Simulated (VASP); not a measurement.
# Al2OsN3 (R-3m) in VASP: notebook, part 2 of 3

VASP 6.6.1. The steps go on from the part before.

### 3 Relaxation of cell and atoms, PBE

This run uses another cell than the first one, of 11.28 Å³/atom.

Contents of INCAR:

```
  PREC = Accurate
  ENCUT = 600
  EDIFF = 1E-6
  ISMEAR = 0
  SIGMA = 0.1
  LREAL = F
  LASPH = T
  NELM = 80
  ALGO = Normal
  ISIF = 3
  LWAVE = F
  LCHARG = F
  GGA = PE
  IBRION = 2
  NSW = 100
  EDIFFG = -0.01
```

Contents of KPOINTS:

```
Automatic mesh
0
Gamma
  12 12 12
```

Contents of POSCAR:

```
Al2OsN3
1.0
    2.7828677135      1.6066894235      2.5233914146
   -2.7828677135      1.6066894235      2.5233914146
    0.0000000000     -3.2133788470      2.5233914146
Al Os N
2 1 3
Direct
    0.6721594063      0.6721594063      0.6721594063
    0.3278405937      0.3278405937      0.3278405937
    0.0000000000      0.0000000000      0.0000000000
    0.5000000000      0.0000000000      0.0000000000
    0.0000000000      0.5000000000      0.0000000000
    0.0000000000      0.0000000000      0.5000000000
```

Potentials or basis: VASP PAW PBE potentials, release 64 (Al, Os, N).

Command:

```bash
> cat potpaw_PBE.64/Al/POTCAR potpaw_PBE.64/Os/POTCAR potpaw_PBE.64/N/POTCAR > POTCAR
> mpirun -np 1 vasp_std > vasp.out
```

OUTCAR:

```text
PREC = Accurate
   ENCUT = 600
   EDIFF = 1E-6
   ISMEAR = 0
   LREAL = F
   LASPH = T
   NELM = 80
   ISIF = 3
   GGA = PE
   IBRION = 2
   NSW = 100
   EDIFFG = -0.01

 ion  position               nearest neighbor table
   1  0.672  0.672  0.672-   6 2.02   5 2.02   4 2.02   3 2.48   2 2.61   3 3.21   3 3.21   3 3.21
                             2 3.21   2 3.21   2 3.21
   2  0.328  0.328  0.328-   6 2.02   5 2.02   4 2.02   3 2.48   1 2.61   3 3.21   3 3.21   3 3.21
                             1 3.21   1 3.21   1 3.21
   3  0.000  0.000  0.000-   6 2.04   6 2.04   4 2.04   5 2.04   5 2.04   4 2.04   1 2.48   2 2.48
                             2 3.21   1 3.21   2 3.21   1 3.21   2 3.21   1 3.21
   4  0.500  0.000  0.000-   1 2.02   2 2.02   3 2.04   3 2.04
   5  0.000  0.500  0.000-   1 2.02   2 2.02   3 2.04   3 2.04
   6  0.000  0.000  0.500-   1 2.02   2 2.02   3 2.04   3 2.04

  LATTYP: Found a trigonal (rhomboedric) cell.
 ALAT       =     4.0857444665
 COS(alpha) =     0.0721607985

  Lattice vectors:

 A1 = (   2.7828677135,   1.6066894235,   2.5233914146)
 A2 = (  -2.7828677135,   1.6066894235,   2.5233914146)
 A3 = (   0.0000000000,  -3.2133788470,   2.5233914146)

Analysis of symmetry for initial positions (statically):
=====================================================================
 Subroutine PRICEL returns:
 Original cell was already a primitive cell.

 Routine SETGRP: Setting up the symmetry group for a
 trigonal (rhombohedral) supercell.

 Subroutine GETGRP returns: Found 12 space group operations
 (whereof 12 operations were pure point group operations)
 out of a pool of 12 trial point group operations.

The static configuration has the point symmetry D_3d.

Analysis of symmetry for dynamics (positions and initial velocities):
=====================================================================
 Subroutine PRICEL returns:
 Original cell was already a primitive cell.

[... 144 lines left out ...]
   LEPSILON=     F    determine dielectric tensor
   LRPA    =     F    only Hartree local field effects (RPA)
 conjugate gradient relaxation of ions
 non-spin polarized calculation
 Gauss-broadening in eV      SIGMA  =   0.10
  energy-cutoff  :      600.00
  volume of cell :       67.70
 maximum number of plane-waves:      2276
 NGX is ok and might be reduce to    36
   NGX = 17   NGY = 17   NGZ = 17

--------------------------------------- Ionic step        1  -------------------------------------------

 number of electron      29.0000000 magnetization

 Free energy of the ion-electron system (eV)
  ---------------------------------------------------
  ext. energy  EPLUGINS =         0.00000000
  ---------------------------------------------------
  free energy    TOTEN  =       -41.78174285 eV

  energy without entropy =      -41.76738104  energy(sigma->0) =      -41.77456195

------------------------ aborting loop because EDIFF is reached ----------------------------------------

  FORCE on cell =-STRESS in cart. coord.  units (eV):
  Direction    XX          YY          ZZ          XY          YZ          ZX
  --------------------------------------------------------------------------------------
  -------------------------------------------------------------------------------------
  Total        0.4836255      0.4836255      0.6805589      0.0000000      0.0000000      0.0000000
  in kB       11.4461489     11.4461489     16.1070462      0.0000000      0.0000000      0.0000000
  external PRESSURE =      12.9997814 kB  Pullay stress =       0.0000000 kB
[... 147 lines left out ...]
--------------------------------------- Ionic step        5  -------------------------------------------

 number of electron      29.0000001 magnetization

 Free energy of the ion-electron system (eV)
  ---------------------------------------------------
  ext. energy  EPLUGINS =         0.00000000
  ---------------------------------------------------
  free energy    TOTEN  =       -41.78356122 eV

  energy without entropy =      -41.76924168  energy(sigma->0) =      -41.77640145

 E-fermi :   7.4904     XC(G=0): -11.4720

 val. band max:        7.4895951879   @ k =  -0.3333   0.1667  -0.0000
 cond. band min:       7.4907985721   @ k =  -0.2500   0.5000   0.1667
 fundamental gap:      0.0012033843
 Fermi energy:         7.4903676147

 k-point     1 :       0.0000    0.0000    0.0000
  band No.  band energies     occupation
      1      -9.6789      2.00000
      2      -7.4986      2.00000
      3      -7.4986      2.00000
      4       0.1196      2.00000
      5       2.5298      2.00000
      6       2.5298      2.00000
[... 481 lines left out ...]
      5       0.1786      2.00000
      6       1.2364      2.00000
[... 10 lines left out ...]
     17       9.1885      0.00000
     18       9.7183      0.00000

 [... further k-points ...]

------------------------ aborting loop because EDIFF is reached ----------------------------------------

  FORCE on cell =-STRESS in cart. coord.  units (eV):
  Direction    XX          YY          ZZ          XY          YZ          ZX
  --------------------------------------------------------------------------------------
  -------------------------------------------------------------------------------------
  Total       -0.0146637     -0.0146637      0.0218794      0.0000000      0.0000000     -0.0000000
  in kB       -0.3447752     -0.3447752      0.5144340      0.0000000      0.0000000     -0.0000000
  external PRESSURE =      -0.0583721 kB  Pullay stress =       0.0000000 kB
[... 21 lines left out ...]
  FREE ENERGIE OF THE ION-ELECTRON SYSTEM (eV)
  ---------------------------------------------------
  free  energy   TOTEN  =       -41.7835612245 eV

  energy  without entropy=      -41.7692416811  energy(sigma->0) =      -41.77640145

 reached required accuracy - stopping structural energy minimisation
```

OSZICAR:

```text
N       E                     dE             d eps       ncg     rms          rms(c)
DAV:   1     0.181016956636E+03    0.18102E+03   -0.14974E+04  6876   0.162E+03
DAV:   2    -0.280933402651E+02   -0.20911E+03   -0.20330E+03  8148   0.394E+02
DAV:   3    -0.497028009902E+02   -0.21609E+02   -0.20820E+02  9084   0.108E+02
[... 37 lines left out ...]
       N       E                     dE             d eps       ncg     rms          rms(c)
DAV:   1    -0.417835703356E+02   -0.17214E-04   -0.45849E-04  7174   0.150E-01    0.201E-02
DAV:   2    -0.417835629632E+02    0.73724E-05   -0.58671E-05  9578   0.581E-02    0.933E-03
DAV:   3    -0.417835615831E+02    0.13801E-05   -0.13726E-05  9448   0.291E-02    0.698E-03
DAV:   4    -0.417835612245E+02    0.35861E-06   -0.14649E-06  3670   0.108E-02
   5 F= -.41783561E+02 E0= -.41776401E+02  d E =-.219775E-03
```

It took 5.9 min on 1 thread of Intel Xeon Platinum 8559C (Emerald Rapids), shared host; peak memory 0.45 GiB.

What came out:

```
Free energy                           : -41.7836 eV
Relaxed volume                        : 11.36 Å³/atom
Relaxed cell                          : a = 4.095 Å, b = 4.095 Å, c = 4.095 Å, α = 85.86°, β = 85.86°, γ = 85.86°
Space group after relaxing (to 0.1 Å) : R-3m (No. 166)
Energy gained by relaxing             : 0.3 meV/atom
Ionic steps                           : 5
Pressure after relaxing               : 0.0 GPa
Band gap on the k mesh                : zero (an odd number of electrons rules out a gap without spin polarisation)
```

The path:
```tsv
step	energy change (eV)	largest force (eV/Å)	pressure (GPa)	volume (Å³)
1	0.0000	0.0115	1.30	67.70
2	0.0012	0.1244	-1.68	68.60
3	-0.0016	0.0614	0.01	68.08
4	-0.0018	0.0147	0.00	68.13
5	-0.0018	0.0012	-0.01	68.14
```

Final structure:
```xyz
6
Lattice="2.7890 1.6102 2.5289 -2.7890 1.6102 2.5289 0.0000 -3.2204 2.5289" Properties=species:S:1:pos:R:3 pbc="T T T"
Al    0.0000    0.0000    5.1032
Al    0.0000    0.0000    2.4836
Os    0.0000    0.0000    0.0000
N     1.3945    0.8051    1.2645
N    -1.3945    0.8051    1.2645
N     0.0000   -1.6102    1.2645
```

Caveat: spin-orbit coupling is left out, which moves the levels of the heavy elements.

[end of part 2 of 3]
